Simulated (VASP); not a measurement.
# SnO2 (Pnnm) in VASP: a series of runs, part 2 of 2

VASP 6.6.1.

### Step 4. Single point, LDA (13.76 Å³/atom)

Input file INCAR:

```
SYSTEM = SnO2
  PREC = Accurate
  ENCUT = 520
  EDIFF = 1E-6
  ISMEAR = 0
  SIGMA = 0.05
  LREAL = .False.
  LASPH = .True.
  NELM = 60
  ALGO = Normal
  ISIF = 2
  LWAVE = .False.
  LCHARG = .False.
  NBANDS = 35
```

Input file KPOINTS:

```
Automatic mesh
0
Gamma
  6 6 10
  0 0 0
```

Input file POSCAR:

```
SnO2
1.0
    5.1651915919      0.0000000000      0.0000000000
    0.0000000000      4.8637850595      0.0000000000
    0.0000000000      0.0000000000      3.2855961272
Sn O
2 4
Direct
    0.5000000000      0.5000000000      0.5000000000
    0.0000000000      0.0000000000      0.0000000000
    0.3141333351      0.3085272949      0.0000000000
    0.8141333351      0.1914727051      0.5000000000
    0.1858666649      0.8085272949      0.5000000000
    0.6858666649      0.6914727051      0.0000000000
```

Potentials or basis: VASP PAW LDA potentials, release 64 (Sn_d, O).

Command:

```
cat potpaw_LDA.64/Sn_d/POTCAR potpaw_LDA.64/O/POTCAR > POTCAR
mpirun -np 1 vasp_std > vasp.out
```

OUTCAR:

```text
SYSTEM = SnO2
   PREC = Accurate
   ENCUT = 520
   EDIFF = 1E-6
   ISMEAR = 0
   LREAL = .False.
   LASPH = .True.
   NELM = 60
   ISIF = 2

 ion  position               nearest neighbor table
   1  0.500  0.500  0.500-   3 2.12   6 2.12   3 2.12   6 2.12   5 2.21   4 2.21
   2  0.000  0.000  0.000-   4 2.12   5 2.12   4 2.12   5 2.12   3 2.21   6 2.21
   3  0.314  0.309  0.000-   1 2.12   1 2.12   2 2.21
   4  0.814  0.191  0.500-   2 2.12   2 2.12   1 2.21
   5  0.186  0.809  0.500-   2 2.12   2 2.12   1 2.21
   6  0.686  0.691  0.000-   1 2.12   1 2.12   2 2.21

  LATTYP: Found a simple orthorhombic cell.
 ALAT       =     3.2855961272
 B/A-ratio  =     1.4803356442
 C/A-ratio  =     1.5720713660

  Lattice vectors:

 A1 = (   0.0000000000,   0.0000000000,  -3.2855961272)
 A2 = (   0.0000000000,   4.8637850595,   0.0000000000)
 A3 = (   5.1651915919,   0.0000000000,   0.0000000000)

Analysis of symmetry for initial positions (statically):
=====================================================================
 Subroutine PRICEL returns:
 Original cell was already a primitive cell.

 Routine SETGRP: Setting up the symmetry group for a
 simple orthorhombic supercell.

 Subroutine GETGRP returns: Found  8 space group operations
 (whereof  4 operations were pure point group operations)
 out of a pool of  8 trial point group operations.

The static configuration has the point symmetry C_2h.
 The point group associated with its full space group is D_2h.

Analysis of symmetry for dynamics (positions and initial velocities):
=====================================================================
 Subroutine PRICEL returns:
 Original cell was already a primitive cell.

 Routine SETGRP: Setting up the symmetry group for a
[... 128 lines left out ...]
   EMIN   =  10.00;   EMAX   =-10.00  energy-range for DOS
   EFERMI =   0.00;   METHOD = LEGACY
   ISMEAR =     0;   SIGMA  =   0.05  broadening in eV -4-tet -1-fermi 0-gaus
   EFERMI_NEDOS =   21; number of points for ismear=-14 and -15
   IALGO  =     38    algorithm
   IMIX   =      4    mixing-type and parameters
     AMIX     =   0.40;   BMIX     =  1.00
     AMIX_MAG =   1.60;   BMIX_MAG =  1.00
  volume/ion in A,a.u.               =      13.76        92.84
  Fermi-wavevector in a.u.,A,eV,Ry     =   1.403409  2.652059 26.797451  1.969557
  Thomas-Fermi vector in A             =   2.526074
   LORBIT       =      0    0 simple, 1 ext, 2 COOP (PROOUT), +10 PAW based schemes
   GGA     = CA    functional components
   LHFCALC =     F    Hartree Fock is set to
   AEXX    =    0.0000 exact exchange contribution
   IVDW    =     0    specifies the selected vdW correction
   LEPSILON=     F    determine dielectric tensor
   LRPA    =     F    only Hartree local field effects (RPA)
 non-spin polarized calculation
 Gauss-broadening in eV      SIGMA  =   0.05
  energy-cutoff  :      520.00
  volume of cell :       82.54
 maximum number of plane-waves:      2264
 NGX is ok and might be reduce to    40
   NGX = 19   NGY = 19   NGZ = 13

 number of electron      52.0000004 magnetization

 Free energy of the ion-electron system (eV)
  ---------------------------------------------------
  ext. energy  EPLUGINS =         0.00000000
  ---------------------------------------------------
  free energy    TOTEN  =       -41.46567479 eV

  energy without entropy =      -41.46560088  energy(sigma->0) =      -41.46563783

 E-fermi :   4.2240     XC(G=0): -11.0497

 val. band max:        4.1644600256   @ k =   0.0000   0.0000   0.1000
 cond. band min:       4.2701623637   @ k =   0.0000   0.0000   0.0000
 fundamental gap:      0.1057023381
 Fermi energy:         4.2240171187

 k-point     1 :       0.0000    0.0000    0.0000
  band No.  band energies     occupation
      1     -16.5929      2.00000
      2     -16.1773      2.00000
      3     -15.9789      2.00000
      4     -15.9654      2.00000
      5     -15.9653      2.00000
      6     -15.9031      2.00000
[... 901 lines left out ...]
     34      15.1901      0.00000
     35      15.6351      0.00000

 [... further k-points ...]
[... 5 lines left out ...]
  --------------------------------------------------------------------------------------
  -------------------------------------------------------------------------------------
  Total      -10.9626082     -8.4561081    -11.0399877     -0.0000000      0.0000000      0.0000000
  in kB     -212.7891539   -164.1368595   -214.2911254     -0.0000000      0.0000000      0.0000000
  external PRESSURE =    -197.0723796 kB  Pullay stress =       0.0000000 kB

 VOLUME and BASIS-vectors are now :
 -----------------------------------------------------------------------------
  energy-cutoff  :      520.00
  volume of cell :       82.54
      direct lattice vectors                 reciprocal lattice vectors
     5.165191592  0.000000000  0.000000000     0.193603661  0.000000000  0.000000000
     0.000000000  4.863785059  0.000000000     0.000000000  0.205601191  0.000000000
     0.000000000  0.000000000  3.285596127     0.000000000  0.000000000  0.304358771

 POSITION                                       TOTAL-FORCE (eV/Angst)
 -----------------------------------------------------------------------------------
      2.58260      2.43189      1.64280         0.000000      0.000000      0.000000
      0.00000      0.00000      0.00000         0.000000      0.000000      0.000000
      1.62256      1.50061      0.00000        -0.035316     -0.035458      0.000000
      4.20515      0.93128      1.64280        -0.035316      0.035458      0.000000
      0.96004      3.93250      1.64280         0.035316     -0.035458      0.000000
      3.54263      3.36317      0.00000         0.035316      0.035458      0.000000
 -----------------------------------------------------------------------------------
    total drift:                                0.000000      0.000000     -0.000000

  FREE ENERGIE OF THE ION-ELECTRON SYSTEM (eV)
  ---------------------------------------------------
  free  energy   TOTEN  =       -41.4656747889 eV

  energy  without entropy=      -41.4656008809  energy(sigma->0) =      -41.46563783
```

Wall time 6.3 min (1 thread of AMD EPYC 7R13, shared host); peak memory 0.28 GiB.

What came out:

```
Free energy            : -41.4657 eV
Pressure               : -19.7 GPa
Largest force          : 0.050 eV/Å
Band gap on the k mesh : 0.11 eV (least direct gap 0.18 eV)
```

Forces on the atoms (eV/Å):
```
Sn   0.000  0.000  0.000
Sn   0.000  0.000  0.000
O   -0.035 -0.035  0.000
O   -0.035  0.035  0.000
O    0.035 -0.035  0.000
O    0.035  0.035  0.000
```

Levels at points of the mesh, in eV from the valence-band top:
```
           k point  band 22  band 23  band 24  band 25  band 26  band 27  band 28  band 29  band 30  band 31
(0.00, 0.00, 0.00)    -1.25    -1.11    -0.75    -0.51    -0.07     0.11     4.77     5.49     5.76     9.63
(0.50, 0.00, 0.00)    -1.73    -1.11    -1.11    -0.47    -0.47     3.01     3.01     6.29     6.29     8.98
(0.00, 0.50, 0.00)    -1.59    -1.16    -1.16    -0.61    -0.61     3.03     3.03     6.19     6.19     9.08
(0.50, 0.50, 0.00)    -1.54    -1.23    -1.23    -0.72    -0.72     3.31     3.31     6.44     6.44     9.16
(0.00, 0.00, 0.50)    -2.31    -1.25    -1.25    -1.02    -1.02     4.69     4.69     8.59     8.59     8.92
(0.50, 0.00, 0.50)    -1.40    -0.93    -0.93    -0.78    -0.78     4.89     4.89     6.63     6.63     9.78
(0.00, 0.50, 0.50)    -1.54    -0.74    -0.74    -0.72    -0.72     4.92     4.92     6.67     6.67     9.82
(0.50, 0.50, 0.50)    -2.28    -0.85    -0.85    -0.64    -0.64     3.71     3.71     7.63     7.63     9.73
```

Caveat: the cell stands under tension; spin-orbit coupling is left out, which moves the levels of the heavy elements.

### Step 5. Summary

| cell | gap on the mesh (eV) | pressure (GPa) | largest force (eV/Å) |
| --- | --- | --- | --- |
| a = 4.579, b = 5.166, c = 3.490 Å, 6 atoms, atomic positions A | 0.10 | -22.9 | 0.01 |
| a = 4.766, b = 5.063, c = 3.420 Å, 6 atoms, atomic positions A | 0.08 | -22.0 | 0.02 |
| a = 5.165, b = 4.864, c = 3.286 Å, 6 atoms, atomic positions B | 0.11 | -19.7 | 0.05 |

Alike in all rows: task single point; level LDA; potentials or basis VASP PAW LDA potentials, release 64 (Sn_d, O); no spin polarisation; k mesh 6 × 6 × 10; cutoff (eV) 520; smearing gaussian 0.05 eV.

Caveats: the cell stands under tension; spin-orbit coupling is left out, which moves the levels of the heavy elements.

Absolute energies hang on the potentials; compare differences alone.
